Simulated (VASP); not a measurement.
# Te (P3_121) in VASP: notebook, part 2 of 2

VASP 6.6.1. Earlier steps stand in the parts before.

## Step 3: Single point, PBE (39.40 Å³/atom)

This run uses another cell than the first one, of 39.40 Å³/atom.

INCAR reads:

```
SYSTEM = Te
ALGO = Normal
EDIFF = 1E-6
ENCUT = 520
GGA = PE
ISIF = 2
ISMEAR = -1
LASPH = .TRUE.
LCHARG = .TRUE.
LELF = .TRUE.
LREAL = .FALSE.
LVHAR = .TRUE.
LWAVE = .FALSE.
NBANDS = 16
NELM = 80
PREC = Accurate
SIGMA = 0.05
```

KPOINTS reads:

```
k-points
0
G
  8 8 5
  0 0 0
```

POSCAR reads:

```
Te
1.0
    4.7046809107      0.0000000000      0.0000000000
   -2.3523404553      4.0743731853      0.0000000000
    0.0000000000      0.0000000000      6.1660116885
Te
3
Direct
    0.2684005468      1.0000000000      0.3333333333
    0.0000000000      0.2684005468      0.6666666667
    0.7315994532      0.7315994532      0.0000000000
```

Potentials or basis: VASP PAW PBE potentials, release 64 (Te).

The run is started by

```console
> cat potpaw_PBE.64/Te/POTCAR > POTCAR
> mpirun -np 1 vasp_std > vasp.out
```

OUTCAR:

```text
SYSTEM = Te
   EDIFF = 1E-6
   ENCUT = 520
   GGA = PE
   ISIF = 2
   ISMEAR = -1
   LASPH = .TRUE.
   LREAL = .FALSE.
   NELM = 80
   PREC = Accurate

 ion  position               nearest neighbor table
   1  0.268  0.000  0.333-   3 3.00   2 3.00   3 3.65   3 3.65   2 3.65   2 3.65
   2  0.000  0.268  0.667-   3 3.00   1 3.00   3 3.65   3 3.65   1 3.65   1 3.65
   3  0.732  0.732  0.000-   2 3.00   1 3.00   1 3.65   2 3.65   1 3.65   2 3.65

  LATTYP: Found a hexagonal cell.
 ALAT       =     4.7046809107
 C/A-ratio  =     1.3106120916

  Lattice vectors:

 A1 = (   4.7046809107,   0.0000000000,   0.0000000000)
 A2 = (  -2.3523404553,   4.0743731853,   0.0000000000)
 A3 = (   0.0000000000,   0.0000000000,   6.1660116885)

Analysis of symmetry for initial positions (statically):
=====================================================================
 Subroutine PRICEL returns:
 Original cell was already a primitive cell.

 Routine SETGRP: Setting up the symmetry group for a
 hexagonal supercell.

 Subroutine GETGRP returns: Found  6 space group operations
 (whereof  2 operations were pure point group operations)
 out of a pool of 24 trial point group operations.

The static configuration has the point symmetry C_2 .
 The point group associated with its full space group is D_3 .

Analysis of symmetry for dynamics (positions and initial velocities):
=====================================================================
 Subroutine PRICEL returns:
 Original cell was already a primitive cell.

 Routine SETGRP: Setting up the symmetry group for a
 hexagonal supercell.

 Subroutine GETGRP returns: Found  6 space group operations
 (whereof  2 operations were pure point group operations)
 out of a pool of 24 trial point group operations.

The dynamic configuration has the point symmetry C_2 .
 The point group associated with its full space group is D_3 .

 Subroutine INISYM returns: Found  6 space group operations
 (whereof  2 operations are pure point group operations),
 and found     1 'primitive' translations

----------------------------------------------------------------------------------------

                                     Primitive cell

  volume of cell :     118.1940

  direct lattice vectors                    reciprocal lattice vectors
     4.704680911  0.000000000  0.000000000     0.212554266  0.122718263  0.000000000
    -2.352340455  4.074373185  0.000000000     0.000000000  0.245436526  0.000000000
     0.000000000  0.000000000  6.166011689     0.000000000  0.000000000  0.162179388

  length of vectors
     4.704680911  4.704680911  6.166011689     0.245436526  0.245436526  0.162179388

  position of ions in fractional coordinates (direct lattice)
     0.268400547  0.000000000  0.333333333
     1.000000000  0.268400547  0.666666667
     0.731599453  0.731599453  0.000000000

  ion indices of the primitive-cell ions
   primitive index   ion index
                 1           1
                 2           2
                 3           3

----------------------------------------------------------------------------------------

 KPOINTS: k-points

Automatic generation of k-mesh.
 Grid dimensions read from file:
 generate k-points for:    8    8    5

 Generating k-lattice:

  Cartesian coordinates                     Fractional coordinates (reciprocal lattice)
     0.026569283  0.015339783  0.000000000     0.125000000 -0.000000000  0.000000000
     0.000000000  0.030679566  0.000000000     0.000000000  0.125000000  0.000000000
     0.000000000  0.000000000  0.032435878     0.000000000  0.000000000  0.200000000

  Length of vectors
     0.030679566  0.030679566  0.032435878

  Shift w.r.t. Gamma in fractional coordinates (k-lattice)
     0.000000000  0.000000000  0.000000000

 Subroutine IBZKPT returns following result:
 ===========================================

 Found     40 irreducible k-points:

 Following reciprocal coordinates:
            Coordinates               Weight
  0.000000  0.000000  0.000000      1.000000
  0.125000 -0.000000  0.000000      6.000000
  0.250000 -0.000000  0.000000      6.000000
  0.375000 -0.000000  0.000000      6.000000
  0.500000 -0.000000  0.000000      3.000000
  0.125000  0.125000  0.000000      6.000000
[... 16 lines left out ...]
 -0.125000  0.500000  0.200000     12.000000
  0.250000  0.250000  0.200000     12.000000
 [... further k-points ...]
   k-points           NKPTS =     40   k-points in BZ     NKDIM =     40   number of bands    NBANDS=     16
   number of dos      NEDOS =    301   number of ions     NIONS =      3
   total plane-waves  NPLWV =  62208
   dimension x,y,z NGX =    36 NGY =   36 NGZ =   48
   dimension x,y,z NGXF=    72 NGYF=   72 NGZF=   96
   ions per type =               3
   NGX,Y,Z   is equivalent  to a cutoff of  12.72, 12.72, 12.94 a.u.
   NGXF,Y,Z  is equivalent  to a cutoff of  25.44, 25.44, 25.88 a.u.
 SYSTEM =  Te
   PREC   = accura    normal or accurate (medium, high low for compatibility)
   ISTART =      0    job   : 0-new  1-cont  2-samecut
   ICHARG =      2    charge: 1-file 2-atom 10-const
   ISPIN  =      1    spin polarized calculation?
   LNONCOLLINEAR =      F non collinear calculations
   LSORBIT =      F    spin-orbit coupling
   LASPH  =      T    aspherical Exc in radial PAW
   ENCUT  =  520.0 eV  38.22 Ry    6.18 a.u.   8.75  8.75 11.46*2*pi/ulx,y,z
   NELM   =     80;   NELMIN=  2; NELMDL= -5     # of ELM steps
   EDIFF  = 0.1E-05   stopping-criterion for ELM
   LREAL  =      F    real-space projection
   EDIFFG = 0.1E-04   stopping-criterion for IOM
   NSW    =      0    number of steps for IOM
   IBRION =     -1    ionic relax: 0-MD 1-quasi-New 2-CG
   NFREE  =      0    steps in history (QN), initial steepest desc. (CG)
   ISIF   =      2    stress and relaxation
   ISYM   =      2    0-nonsym 1-usesym 2-fastsym
   POTIM  = 0.5000    time-step for ionic-motion
   TEBEG  =    0.0;   TEEND  =   0.0 temperature during run
   PSTRESS=    0.0 pullay stress
   NELECT =      18.0000    total number of electrons
   NUPDOWN=      -1.0000    fix difference up-down
   EMIN   =  10.00;   EMAX   =-10.00  energy-range for DOS
   EFERMI =   0.00;   METHOD = LEGACY
   ISMEAR =    -1;   SIGMA  =   0.05  broadening in eV -4-tet -1-fermi 0-gaus
   EFERMI_NEDOS =   21; number of points for ismear=-14 and -15
   IALGO  =     38    algorithm
   IMIX   =      4    mixing-type and parameters
     AMIX     =   0.40;   BMIX     =  1.00
     AMIX_MAG =   1.60;   BMIX_MAG =  1.00
  volume/ion in A,a.u.               =      39.40       265.87
  Fermi-wavevector in a.u.,A,eV,Ry     =   0.874246  1.652086 10.399027  0.764307
  Thomas-Fermi vector in A             =   1.993751
   LORBIT       =      0    0 simple, 1 ext, 2 COOP (PROOUT), +10 PAW based schemes
   GGA     = PE    functional components
   LHFCALC =     F    Hartree Fock is set to
   AEXX    =    0.0000 exact exchange contribution
   IVDW    =     0    specifies the selected vdW correction
   LEPSILON=     F    determine dielectric tensor
   LRPA    =     F    only Hartree local field effects (RPA)
 non-spin polarized calculation
  energy-cutoff  :      520.00
  volume of cell :      118.19
 maximum number of plane-waves:      3199
 NGX is ok and might be reduce to    36
   NGX = 17   NGY = 17   NGZ = 23

 number of electron      18.0000000 magnetization

 Free energy of the ion-electron system (eV)
  ---------------------------------------------------
  ext. energy  EPLUGINS =         0.00000000
  ---------------------------------------------------
  free energy    TOTEN  =        -9.26039686 eV

  energy without entropy =       -9.26028115  energy(sigma->0) =       -9.26033900

 E-fermi :   4.3583     XC(G=0):  -8.4307

 val. band max:        4.0000538525   @ k =   0.0000   0.3750   0.4000
 cond. band min:       4.6462930643   @ k =   0.0000   0.0000   0.4000
 fundamental gap:      0.6462392118
 Fermi energy:         4.3582861864

 k-point     1 :       0.0000    0.0000    0.0000
  band No.  band energies     occupation
      1      -8.4131      2.00000
      2      -5.7720      2.00000
      3      -5.7720      2.00000
      4       1.5960      2.00000
      5       1.6722      2.00000
      6       1.6722      2.00000
[... 8 lines left out ...]
     15       9.7834      0.00000
     16      10.6357      0.00000
[... 419 lines left out ...]
 k-point    24 :       0.2500    0.2500    0.2000
  band No.  band energies     occupation
      1      -7.5622      2.00000
      2      -6.4718      2.00000
      3      -5.6626      2.00000
      4       0.0222      2.00000
      5       0.5221      2.00000
      6       1.2431      2.00000
[... 8 lines left out ...]
     15      11.6022      0.00000
     16      12.0022      0.00000

 [... further k-points ...]
[... 5 lines left out ...]
  --------------------------------------------------------------------------------------
  -------------------------------------------------------------------------------------
  Total       -2.4833632     -2.4833632     -3.6193098     -0.0000000     -0.0000000      0.0000000
  in kB      -33.6632082    -33.6632082    -49.0615226     -0.0000000     -0.0000000      0.0000000
  external PRESSURE =     -38.7959797 kB  Pullay stress =       0.0000000 kB

 VOLUME and BASIS-vectors are now :
 -----------------------------------------------------------------------------
  energy-cutoff  :      520.00
  volume of cell :      118.19
      direct lattice vectors                 reciprocal lattice vectors
     4.704680911  0.000000000  0.000000000     0.212554266  0.122718263  0.000000000
    -2.352340455  4.074373185  0.000000000     0.000000000  0.245436526  0.000000000
     0.000000000  0.000000000  6.166011689     0.000000000  0.000000000  0.162179388

 POSITION                                       TOTAL-FORCE (eV/Angst)
 -----------------------------------------------------------------------------------
      1.26274      0.00000      2.05534        -0.500283     -0.000000     -0.000000
     -0.63137      1.09356      4.11067         0.250142     -0.433258     -0.000000
      1.72097      2.98081      0.00000         0.250142      0.433258      0.000000
 -----------------------------------------------------------------------------------
    total drift:                                0.000000     -0.000000      0.000000

  FREE ENERGIE OF THE ION-ELECTRON SYSTEM (eV)
  ---------------------------------------------------
  free  energy   TOTEN  =        -9.2603968618 eV

  energy  without entropy=       -9.2602811456  energy(sigma->0) =       -9.26033900
```

OSZICAR:

```text
N       E                     dE             d eps       ncg     rms          rms(c)
DAV:   1     0.721160311149E+02    0.72116E+02   -0.63818E+03  1280   0.885E+02
DAV:   2    -0.434808356554E+01   -0.76464E+02   -0.73257E+02  1688   0.131E+02
DAV:   3    -0.918963029394E+01   -0.48415E+01   -0.48250E+01  1560   0.369E+01
DAV:   4    -0.928572125434E+01   -0.96091E-01   -0.96083E-01  2072   0.594E+00
DAV:   5    -0.928658566722E+01   -0.86441E-03   -0.86441E-03  1664   0.499E-01    0.908E+00
DAV:   6    -0.926513273219E+01    0.21453E-01   -0.21129E-02  1696   0.820E-01    0.583E+00
DAV:   7    -0.926126600041E+01    0.38667E-02   -0.50856E-02  1536   0.128E+00    0.352E-01
DAV:   8    -0.926032565535E+01    0.94035E-03   -0.77095E-03  1544   0.464E-01    0.146E-01
DAV:   9    -0.926039460698E+01   -0.68952E-04   -0.26675E-04  1856   0.107E-01    0.476E-02
DAV:  10    -0.926039636180E+01   -0.17548E-05   -0.35410E-05  1688   0.348E-02    0.665E-03
DAV:  11    -0.926039686182E+01   -0.50002E-06   -0.24513E-06  1776   0.975E-03
   1 F= -.92603969E+01 E0= -.92603390E+01  d E =-.115716E-03
```

It took 96 s on 1 thread of Intel Xeon 8259CL, shared host; peak memory 0.26 GiB.

Results:

```
Free energy            : -9.2604 eV
Pressure               : -3.9 GPa
Largest force          : 0.500 eV/Å
Band gap on the k mesh : 0.65 eV (least direct gap 0.80 eV)
```

Forces on the atoms (eV/Å):
```
Te  -0.500  0.000  0.000
Te   0.250 -0.433  0.000
Te   0.250  0.433  0.000
```

Stress tensor (GPa, compression positive):
```
-3.37  0.00  0.00
 0.00 -3.37  0.00
 0.00  0.00 -4.91
```

Caveat: the cell stands under tension; spin-orbit coupling is left out, which moves the levels of the heavy elements; an odd mesh through Γ misses points on the zone boundary, where band edges can lie.

## Step 4: Single point, PBE, non-collinear spin, zero start, spin-orbit coupling

This run uses another cell than the first one, of 35.18 Å³/atom.

INCAR reads:

```
SYSTEM = Te
PREC = Accurate ; ENCUT = 520
EDIFF = 1E-6 ; ISMEAR = -1
SIGMA = 0.05 ; LREAL = .FALSE.
LASPH = .TRUE. ; NELM = 150
ALGO = Normal ; ISIF = 2
LWAVE = .FALSE. ; LCHARG = .FALSE.
MAGMOM = 0 0 0 0 0 0 0 0 0 ; LORBIT = 11
LSORBIT = .TRUE. ; GGA_COMPAT = .FALSE.
LORBMOM = .TRUE. ; GGA = PE
NBANDS = 31
```

KPOINTS reads:

```
Automatic mesh
0
G
  6 6 4
  0 0 0
```

POSCAR reads:

```
Te
1.0
    4.5302708278      0.0000000000      0.0000000000
   -2.2651354139      3.9233296229      0.0000000000
    0.0000000000      0.0000000000      5.9374277250
Te
3
Direct
    0.2684005468      1.0000000000      0.3333333333
    0.0000000000      0.2684005468      0.6666666667
    0.7315994532      0.7315994532      0.0000000000
```

Potentials or basis: VASP PAW PBE potentials, release 64 (Te).

The run is started by

```console
> cat potpaw_PBE.64/Te/POTCAR > POTCAR
> mpirun -np 1 vasp_ncl > vasp.out
```

OUTCAR:

```text
SYSTEM = Te
   PREC = Accurate
   ENCUT = 520
   EDIFF = 1E-6
   ISMEAR = -1
   LREAL = .FALSE.
   LASPH = .TRUE.
   NELM = 150
   ISIF = 2
   LORBIT = 11
   LSORBIT = .TRUE.
   GGA = PE

 ion  position               nearest neighbor table
   1  0.268  0.000  0.333-   3 2.89   2 2.89   3 3.51   3 3.51   2 3.51   2 3.51
   2  0.000  0.268  0.667-   3 2.89   1 2.89   3 3.51   3 3.51   1 3.51   1 3.51
   3  0.732  0.732  0.000-   1 2.89   2 2.89   1 3.51   2 3.51   2 3.51   1 3.51

  LATTYP: Found a hexagonal cell.
 ALAT       =     4.5302708278
 C/A-ratio  =     1.3106120916

  Lattice vectors:

 A1 = (   4.5302708278,   0.0000000000,   0.0000000000)
 A2 = (  -2.2651354139,   3.9233296229,   0.0000000000)
 A3 = (   0.0000000000,   0.0000000000,   5.9374277250)

[... 1118 lines left out ...]
     0.0000000     0.0000000     0.0000000     0.0000000     0.0000000     0.0000000     0.0000000
     0.0000000     0.0000000     0.0000000     0.0000000     0.0000000     0.0000000     0.0000000
     0.0000000     0.0000000     0.0000000     0.0000000     0.0000000     0.0000000     0.0000000
     0.0000000     0.0000000     0.0000000     0.0000000     0.0000000     0.0000000     0.0000000
     0.0000000     0.0000000     0.0000000     0.0000000     0.0000000     0.0000000     0.0000000

 total charge

# of ion       s       p       d       tot
------------------------------------------
    1        1.432   1.810   0.039   3.281
    2        1.432   1.810   0.039   3.281
    3        1.432   1.810   0.039   3.281
--------------------------------------------------
tot          4.297   5.430   0.117   9.843

 magnetization (x)

# of ion       s       p       d       tot
------------------------------------------
    1       -0.000   0.000  -0.000   0.000
    2        0.000  -0.000   0.000  -0.000
    3        0.000  -0.000   0.000  -0.000
--------------------------------------------------
tot         -0.000   0.000   0.000  -0.000

 magnetization (y)

# of ion       s       p       d       tot
------------------------------------------
    1       -0.000   0.000   0.000   0.000
    2       -0.000   0.000  -0.000   0.000
    3        0.000  -0.000   0.000  -0.000
--------------------------------------------------
tot         -0.000   0.000   0.000   0.000

 magnetization (z)

# of ion       s       p       d       tot
------------------------------------------
    1        0.000  -0.000   0.000  -0.000
    2        0.000   0.000   0.000   0.000
    3        0.000   0.000  -0.000  -0.000
--------------------------------------------------
tot          0.000   0.000  -0.000   0.000
```

Run time: 6.9 min. Hardware: 1 thread of Intel Xeon 8259CL, shared host; peak memory 0.55 GiB.

What came out:

```
Free energy                                           : -9.7801 eV
Pressure                                              : 0.3 GPa
Largest force                                         : 0.029 eV/Å
Net moment                                            : 0.00 μB per cell
Valence electrons inside the program's atomic spheres : Te 3.28
```

Forces on the atoms (eV/Å):
```
Te   0.029  0.000  0.000
Te  -0.014  0.025  0.000
Te  -0.014 -0.025  0.000
```

Stress tensor (GPa, compression positive):
```
0.17 0.00 0.00
0.00 0.17 0.00
0.00 0.00 0.56
```

Moments on the atoms (μB; x, y, z):
```
Te  0.00 0.00 0.00
Te  0.00 0.00 0.00
Te  0.00 0.00 0.00
```

## Step 5: Summary

```tsv
spin	cell	k mesh	gap on the mesh (eV)	pressure (GPa)	largest force (eV/Å)
off	a = 4.648, b = 4.648, c = 6.092 Å, angles 90.0, 90.0, 120.0°, 3 atoms	8 × 8 × 5	0.64	-2.9	0.36
off	a = 4.705, b = 4.705, c = 6.166 Å, angles 90.0, 90.0, 120.0°, 3 atoms	8 × 8 × 5	0.65	-3.9	0.50
non-collinear, zero start, SOC	a = 4.530, b = 4.530, c = 5.937 Å, angles 90.0, 90.0, 120.0°, 3 atoms	6 × 6 × 4	-	0.3	0.03
```

Alike in all rows: task single point; level PBE; potentials or basis VASP PAW PBE potentials, release 64 (Te); cutoff (eV) 520; smearing fermi-dirac 0.05 eV.

Caveats: spin-orbit coupling is left out, which moves the levels of the heavy elements (at least some runs); an odd mesh through Γ misses points on the zone boundary, where band edges can lie (at least some runs); the cell stands under tension (at least some runs).

Total energies depend on the potentials used, so only differences within one code and one set of settings carry meaning.
